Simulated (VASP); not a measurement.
# Be2B3 (Cmmm) in VASP: relaxation of cell and atoms with PBE

Aim: the relaxation of cell and atoms of Be2B3 with PBE.

Program: VASP 6.6.1. These are calculated values, not measurements. Logs are shortened: lines on timing, memory, paths and dates and some standing lists are left out, and cuts for length are marked.

### 1 The cell of the first run

Symmetry: Cmmm, No. 65, orthorhombic system. The conventional cell has a = 4.187 Å, b = 6.484 Å, c = 2.820 Å, α = 90.00°, β = 90.00°, γ = 90.00°. Within 2.5 Å of Be (site symmetry m2m) lie 6 B at 1.91 to 2.04 Å and 2 Be at 2.11 Å. Within 2.5 Å of B (site symmetry mmm) lie 4 B at 1.86 Å and 4 Be at 2.04 Å. Within 2.3 Å of B (site symmetry 2mm) lie 3 B at 1.76 to 1.86 Å and 4 Be at 1.91 to 1.97 Å.

The cell was built from a structure type or drawn by symmetry, and may not be a known phase.

### 2 Relaxation of cell and atoms, PBE

The input, INCAR:

```
SYSTEM = Be2B3
PREC = Accurate
ENCUT = 600
EDIFF = 1E-7
ISMEAR = 0
SIGMA = 0.1
LREAL = .FALSE.
LASPH = .TRUE.
NELM = 100
ALGO = Normal
ISIF = 3
LWAVE = .FALSE.
LCHARG = .FALSE.
GGA = PE
IBRION = 2
NSW = 100
EDIFFG = -0.01
```

The input, KPOINTS:

```
regular mesh
0
G
  10 10 14
  0 0 0
```

The input, POSCAR:

```
Be2B3
1.0
    2.0935476235     -3.2418017178      0.0000000000
    2.0935476235      3.2418017178      0.0000000000
    0.0000000000      0.0000000000      2.8198239119
Be B
2 3
Direct
    0.7280125947      0.2719874053      0.5000000000
    0.2719874053      0.7280125947      0.5000000000
    0.5000000000      0.5000000000      0.0000000000
    0.7895519436      0.7895519436      0.5000000000
    0.2104480564      0.2104480564      0.5000000000
```

Potentials or basis: VASP PAW PBE potentials, release 64 (Be, B).

On the command line:

```sh
> cat potpaw_PBE.64/Be/POTCAR potpaw_PBE.64/B/POTCAR > POTCAR
> mpirun -np 1 vasp_std > vasp.out
```

OUTCAR:

```text
SYSTEM = Be2B3
   PREC = Accurate
   ENCUT = 600
   EDIFF = 1E-7
   ISMEAR = 0
   LREAL = .FALSE.
   LASPH = .TRUE.
   NELM = 100
   ISIF = 3
   GGA = PE
   IBRION = 2
   NSW = 100
   EDIFFG = -0.01

 ion  position               nearest neighbor table
   1  0.728  0.272  0.500-   4 1.91   5 1.91   5 1.97   4 1.97   3 2.04   3 2.04   2 2.11   2 2.11

   2  0.272  0.728  0.500-   4 1.91   5 1.91   5 1.97   4 1.97   3 2.04   3 2.04   1 2.11   1 2.11

   3  0.500  0.500  0.000-   4 1.86   5 1.86   4 1.86   5 1.86   1 2.04   2 2.04   1 2.04   2 2.04

   4  0.790  0.790  0.500-   5 1.76   3 1.86   3 1.86   1 1.91   2 1.91   2 1.97   1 1.97
   5  0.210  0.210  0.500-   4 1.76   3 1.86   3 1.86   2 1.91   1 1.91   2 1.97   1 1.97

  LATTYP: Found a base centered orthorhombic cell.
 ALAT       =     4.1870952470
 B/A-ratio  =     1.5484728799
 C/A-ratio  =     0.6734558794

  Lattice vectors:

 A1 = (   2.0935476235,  -3.2418017178,   0.0000000000)
 A2 = (   2.0935476235,   3.2418017178,   0.0000000000)
 A3 = (   0.0000000000,   0.0000000000,   2.8198239119)

Analysis of symmetry for initial positions (statically):
=====================================================================
 Subroutine PRICEL returns:
 Original cell was already a primitive cell.

 Routine SETGRP: Setting up the symmetry group for a
 base centered orthorhombic supercell.

 Subroutine GETGRP returns: Found  8 space group operations
 (whereof  8 operations were pure point group operations)
 out of a pool of  8 trial point group operations.

The static configuration has the point symmetry D_2h.

Analysis of symmetry for dynamics (positions and initial velocities):
=====================================================================
 Subroutine PRICEL returns:
 Original cell was already a primitive cell.

 Routine SETGRP: Setting up the symmetry group for a
 base centered orthorhombic supercell.

 Subroutine GETGRP returns: Found  8 space group operations
 (whereof  8 operations were pure point group operations)
 out of a pool of  8 trial point group operations.

The dynamic configuration has the point symmetry D_2h.

 Subroutine INISYM returns: Found  8 space group operations
 (whereof  8 operations are pure point group operations),
 and found     1 'primitive' translations

----------------------------------------------------------------------------------------

                                     Primitive cell

  volume of cell :      38.2755

  direct lattice vectors                    reciprocal lattice vectors
     2.093547624 -3.241801718  0.000000000     0.238829055 -0.154235220  0.000000000
     2.093547624  3.241801718  0.000000000     0.238829055  0.154235220  0.000000000
     0.000000000  0.000000000  2.819823912     0.000000000  0.000000000  0.354632073

  length of vectors
     3.859043927  3.859043927  2.819823912     0.284302340  0.284302340  0.354632073

  position of ions in fractional coordinates (direct lattice)
     0.728012595  0.271987405  0.500000000
     0.271987405  0.728012595  0.500000000
     0.500000000  0.500000000  0.000000000
     0.789551944  0.789551944  0.500000000
     0.210448056  0.210448056  0.500000000

  ion indices of the primitive-cell ions
   primitive index   ion index
                 1           1
                 2           2
                 3           3
                 4           4
                 5           5

----------------------------------------------------------------------------------------

 KPOINTS: regular mesh

Automatic generation of k-mesh.
 Grid dimensions read from file:
 generate k-points for:   10   10   14

 Generating k-lattice:

  Cartesian coordinates                     Fractional coordinates (reciprocal lattice)
     0.023882905 -0.015423522  0.000000000     0.100000000  0.000000000  0.000000000
     0.023882905  0.015423522  0.000000000     0.000000000  0.100000000  0.000000000
     0.000000000  0.000000000  0.025330862     0.000000000  0.000000000  0.071428571

  Length of vectors
     0.028430234  0.028430234  0.025330862

  Shift w.r.t. Gamma in fractional coordinates (k-lattice)
     0.000000000  0.000000000  0.000000000

 Subroutine IBZKPT returns following result:
 ===========================================

 Found    248 irreducible k-points:

 Following reciprocal coordinates:
            Coordinates               Weight
  0.000000  0.000000  0.000000      1.000000
  0.100000  0.000000  0.000000      4.000000
  0.200000  0.000000  0.000000      4.000000
  0.300000  0.000000  0.000000      4.000000
  0.400000  0.000000  0.000000      4.000000
  0.500000  0.000000  0.000000      2.000000
[... 16 lines left out ...]
  0.300000  0.300000  0.000000      2.000000
  0.400000  0.300000  0.000000      4.000000
 [... further k-points ...]
   k-points           NKPTS =    248   k-points in BZ     NKDIM =    248   number of bands    NBANDS=     10
   number of dos      NEDOS =    301   number of ions     NIONS =      5
   total plane-waves  NPLWV =  24576
   dimension x,y,z NGX =    32 NGY =   32 NGZ =   24
   dimension x,y,z NGXF=    64 NGYF=   64 NGZF=   48
   ions per type =               2   3
   NGX,Y,Z   is equivalent  to a cutoff of  13.79, 13.79, 14.15 a.u.
   NGXF,Y,Z  is equivalent  to a cutoff of  27.57, 27.57, 28.30 a.u.
 SYSTEM =  Be2B3
   PREC   = accura    normal or accurate (medium, high low for compatibility)
   ISTART =      0    job   : 0-new  1-cont  2-samecut
   ICHARG =      2    charge: 1-file 2-atom 10-const
   ISPIN  =      1    spin polarized calculation?
   LNONCOLLINEAR =      F non collinear calculations
   LSORBIT =      F    spin-orbit coupling
   LASPH  =      T    aspherical Exc in radial PAW
   ENCUT  =  600.0 eV  44.10 Ry    6.64 a.u.   7.71  7.71  5.63*2*pi/ulx,y,z
   NELM   =    100;   NELMIN=  2; NELMDL= -5     # of ELM steps
   EDIFF  = 0.1E-06   stopping-criterion for ELM
   LREAL  =      F    real-space projection
   EDIFFG = -.1E-01   stopping-criterion for IOM
   NSW    =    100    number of steps for IOM
   IBRION =      2    ionic relax: 0-MD 1-quasi-New 2-CG
   NFREE  =      1    steps in history (QN), initial steepest desc. (CG)
   ISIF   =      3    stress and relaxation
   ISYM   =      2    0-nonsym 1-usesym 2-fastsym
   POTIM  = 0.5000    time-step for ionic-motion
   TEBEG  =    0.0;   TEEND  =   0.0 temperature during run
   PSTRESS=    0.0 pullay stress
   NELECT =      13.0000    total number of electrons
   NUPDOWN=      -1.0000    fix difference up-down
   EMIN   =  10.00;   EMAX   =-10.00  energy-range for DOS
   EFERMI =   0.00;   METHOD = LEGACY
   ISMEAR =     0;   SIGMA  =   0.10  broadening in eV -4-tet -1-fermi 0-gaus
   EFERMI_NEDOS =   21; number of points for ismear=-14 and -15
   IALGO  =     38    algorithm
   IMIX   =      4    mixing-type and parameters
     AMIX     =   0.40;   BMIX     =  1.00
     AMIX_MAG =   1.60;   BMIX_MAG =  1.00
  volume/ion in A,a.u.               =       7.66        51.66
  Fermi-wavevector in a.u.,A,eV,Ry     =   1.142218  2.158478 17.750992  1.304661
  Thomas-Fermi vector in A             =   2.278916
   LORBIT       =      0    0 simple, 1 ext, 2 COOP (PROOUT), +10 PAW based schemes
   GGA     = PE    functional components
   LHFCALC =     F    Hartree Fock is set to
   AEXX    =    0.0000 exact exchange contribution
   IVDW    =     0    specifies the selected vdW correction
   LEPSILON=     F    determine dielectric tensor
   LRPA    =     F    only Hartree local field effects (RPA)
 conjugate gradient relaxation of ions
 non-spin polarized calculation
 Gauss-broadening in eV      SIGMA  =   0.10
  energy-cutoff  :      600.00
  volume of cell :       38.28
 maximum number of plane-waves:      1297
   NGX = 15   NGY = 15   NGZ = 11

--------------------------------------- Ionic step        1  -------------------------------------------

 number of electron      13.0000000 magnetization

 Free energy of the ion-electron system (eV)
  ---------------------------------------------------
  ext. energy  EPLUGINS =         0.00000000
  ---------------------------------------------------
  free energy    TOTEN  =       -26.32470268 eV

  energy without entropy =      -26.32162611  energy(sigma->0) =      -26.32316440

------------------------ aborting loop because EDIFF is reached ----------------------------------------

  FORCE on cell =-STRESS in cart. coord.  units (eV):
  Direction    XX          YY          ZZ          XY          YZ          ZX
  --------------------------------------------------------------------------------------
  -------------------------------------------------------------------------------------
  Total       -0.4874717     -0.2937309      0.6696521      0.0000000      0.0000000      0.0000000
  in kB      -20.4051006    -12.2952944     28.0309949      0.0000000      0.0000000      0.0000000
  external PRESSURE =      -1.5564667 kB  Pullay stress =       0.0000000 kB
[... 258 lines left out ...]
  energy  without entropy=      -26.3280194764  energy(sigma->0) =      -26.32913160

--------------------------------------- Ionic step        8  -------------------------------------------

 number of electron      13.0000000 magnetization

 Free energy of the ion-electron system (eV)
  ---------------------------------------------------
  ext. energy  EPLUGINS =         0.00000000
  ---------------------------------------------------
  free energy    TOTEN  =       -26.33026518 eV

  energy without entropy =      -26.32800681  energy(sigma->0) =      -26.32913599

 E-fermi :   6.3471     XC(G=0): -11.0966

 val. band max:        6.3261520609   @ k =   0.3000   0.3000   0.5000
 cond. band min:       6.3559718149   @ k =   0.1000   0.1000   0.3571
 fundamental gap:      0.0298197541
 Fermi energy:         6.3471092299

 k-point     1 :       0.0000    0.0000    0.0000
  band No.  band energies     occupation
      1      -7.8276      2.00000
      2      -0.9230      2.00000
      3       1.0604      2.00000
      4       1.1929      2.00000
      5       1.9166      2.00000
      6       3.8690      2.00000
      7       6.4866      0.04861
      8       8.3715      0.00000
      9      11.9000      0.00000
     10      12.3904      0.00000
[... 287 lines left out ...]
 k-point    24 :       0.4000    0.3000    0.0000
  band No.  band energies     occupation
      1      -6.3510      2.00000
      2      -4.1275      2.00000
      3      -2.0764      2.00000
      4       2.7521      2.00000
      5       4.9319      2.00000
      6       5.1746      2.00000
      7       9.1906      0.00000
      8       9.4593      0.00000
      9      12.1693      0.00000
     10      12.4324      0.00000

 [... further k-points ...]

------------------------ aborting loop because EDIFF is reached ----------------------------------------

  FORCE on cell =-STRESS in cart. coord.  units (eV):
  Direction    XX          YY          ZZ          XY          YZ          ZX
  --------------------------------------------------------------------------------------
  -------------------------------------------------------------------------------------
  Total        0.0173306      0.0045551     -0.0024530      0.0000000      0.0000000      0.0000000
  in kB        0.7256744      0.1907318     -0.1027118      0.0000000      0.0000000      0.0000000
  external PRESSURE =       0.2712315 kB  Pullay stress =       0.0000000 kB
[... 20 lines left out ...]
  FREE ENERGIE OF THE ION-ELECTRON SYSTEM (eV)
  ---------------------------------------------------
  free  energy   TOTEN  =       -26.3302651799 eV

  energy  without entropy=      -26.3280068074  energy(sigma->0) =      -26.32913599

 reached required accuracy - stopping structural energy minimisation
```

It took 2.4 min on 1 thread of Intel Xeon 6975P-C (Granite Rapids), shared host; peak memory 0.24 GiB.

Results:

| Item | Value |
| --- | --- |
| Free energy | -26.3303 eV |
| Relaxed volume | 7.65 Å³/atom |
| Relaxed cell | a = 3.850 Å, b = 3.850 Å, c = 2.841 Å, α = 90.00°, β = 90.00°, γ = 114.69° |
| Space group after relaxing (to 0.1 Å) | Cmmm (No. 65) |
| Energy gained by relaxing | 1.1 meV/atom |
| Ionic steps | 8 |
| Pressure after relaxing | 0.0 GPa |
| Largest force after relaxing | 0.007 eV/Å |
| Band gap on the k mesh | zero (an odd number of electrons rules out a gap without spin polarisation) |

Forces on the atoms (eV/Å):
```
Be   0.000  0.007  0.000
Be   0.000 -0.007  0.000
B    0.000  0.000  0.000
B   -0.007  0.000  0.000
B    0.007  0.000  0.000
```

The path:
```
step  energy change (eV)  largest force (eV/Å)  pressure (GPa)  volume (Å³)
   1              0.0000                0.0680           -0.16        38.28
   2             -0.0041                0.0722            0.28        38.23
   3             -0.0041                0.0725            0.30        38.23
   4             -0.0050                0.0442           -0.09        38.30
   5             -0.0053                0.0380           -0.52        38.39
   6             -0.0055                0.0277           -0.01        38.27
   7             -0.0055                0.0115           -0.14        38.30
   8             -0.0056                0.0066            0.03        38.26
```

Final structure:
```
Be B
1.0
     2.07747   -3.24178    0.00000
     2.07747    3.24178    0.00000
     0.00000    0.00000    2.84076
Be B
2 3
Direct
  0.73015 0.26985 0.50000
  0.26985 0.73015 0.50000
  0.50000 0.50000 0.00000
  0.78714 0.78714 0.50000
  0.21286 0.21286 0.50000
```

Levels at points of the mesh, in eV from the Fermi level:
```tsv
k point	band 3	band 4	band 5	band 6	band 7	band 8	band 9	band 10
(0.00, 0.00, 0.00)	-5.29	-5.15	-4.43	-2.48	0.14	2.02	5.55	6.04
(0.50, 0.00, 0.00)	-5.70	-5.59	-1.41	-1.21	2.11	4.48	4.60	5.94
(0.50, 0.50, 0.00)	-7.70	-7.32	-1.47	2.16	2.82	3.74	5.50	5.53
(0.00, 0.00, 0.50)	-6.30	-3.13	-3.04	-2.61	-0.89	-0.40	3.42	4.14
(0.50, 0.00, 0.50)	-7.94	-6.06	-4.02	-2.62	-1.74	1.83	2.47	5.68
(0.50, 0.50, 0.50)	-5.99	-5.94	-4.64	-4.63	-3.37	0.31	3.89	6.62
```
